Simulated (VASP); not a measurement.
**ZrTi5C6: single point with PBE**

The system is ZrTi5C6.

```xyz
12
Lattice="3.1126 0.0000 0.0000 0.0000 4.4111 0.0000 0.0000 0.0000 9.3400" Properties=species:S:1:pos:R:3 pbc="T T T"
Zr    0.0000    0.0000    0.0000
Ti    0.0000    0.0000    6.1827
Ti    1.5563    2.2056    7.7271
Ti    1.5563    2.2056    1.6129
Ti    0.0000    0.0000    3.1573
Ti    1.5563    2.2056    4.6700
C     0.0000    2.2056    6.2012
C     1.5563    0.0000    7.6803
C     0.0000    2.2056    0.0000
C     1.5563    0.0000    1.6597
C     0.0000    2.2056    3.1388
C     1.5563    0.0000    4.6700
```

```yaml
Program: VASP 6.6.1
Task: single point
Functional: PBE
Potentials_or_basis: VASP PAW PBE potentials, release 64 (Zr_sv, Ti_sv, C)
Cutoff: 520 eV
k_mesh: 8 × 6 × 4
Occupations: gaussian, width 0.2 eV
Spin: no spin polarisation
```

- Pressure: 0.3 GPa
- Largest force: 0.014 eV/Å
- Band gap on the k mesh: zero (band 48 reaches 10.09 eV, above the bottom of band 49 at 9.01 eV)

Forces in eV/Å, atoms in the order of the input:
```
Zr   0.000  0.000  0.000
Ti   0.000  0.000 -0.002
Ti   0.000  0.000  0.004
Ti   0.000  0.000 -0.004
Ti   0.000  0.000  0.002
Ti   0.000  0.000  0.000
C    0.000  0.000  0.004
C    0.000  0.000 -0.014
C    0.000  0.000  0.000
C    0.000  0.000  0.014
C    0.000  0.000 -0.004
C    0.000  0.000  0.000
```

Stress tensor (GPa, compression positive):
```
0.52 0.00 0.00
0.00 0.15 0.00
0.00 0.00 0.11
```

Levels at points of the mesh, in eV from the Fermi level:
```
           k point  band 44  band 45  band 46  band 47  band 48  band 49  band 50  band 51  band 52  band 53
(0.00, 0.00, 0.00)    -1.45    -0.01    -0.01     0.70     0.71     0.73     1.33     1.49     1.50     1.53
(0.50, 0.00, 0.00)    -1.59    -1.04    -1.00    -0.96    -0.76     0.44     0.48     0.69     0.79     1.99
(0.00, 0.50, 0.00)    -2.34    -0.62    -0.57    -0.45    -0.42    -0.36    -0.31     2.02     2.05     2.29
(0.50, 0.50, 0.00)    -2.46    -2.34    -2.32    -2.31    -2.10     2.42     2.43     2.48     2.50     2.50
(0.00, 0.00, 0.50)    -0.74    -0.57    -0.46    -0.41    -0.28     0.57     0.81     0.90     1.02     1.37
(0.50, 0.00, 0.50)    -1.84    -1.63    -1.60    -0.18    -0.02    -0.02     0.26     1.45     1.50     1.66
(0.00, 0.50, 0.50)    -1.91    -1.37    -1.34    -1.30    -1.27     0.71     0.84     1.02     1.11     2.41
(0.50, 0.50, 0.50)    -2.61    -2.54    -2.53    -2.51    -2.26     2.50     2.56     2.57     2.58     2.60
```

Run time: 9 min on 1 thread of Intel(R) Xeon(R) Platinum 8259CL CPU @ 2.50GHz (Skylake/Cascade Lake), on a shared host, peak memory 0.48 GiB.
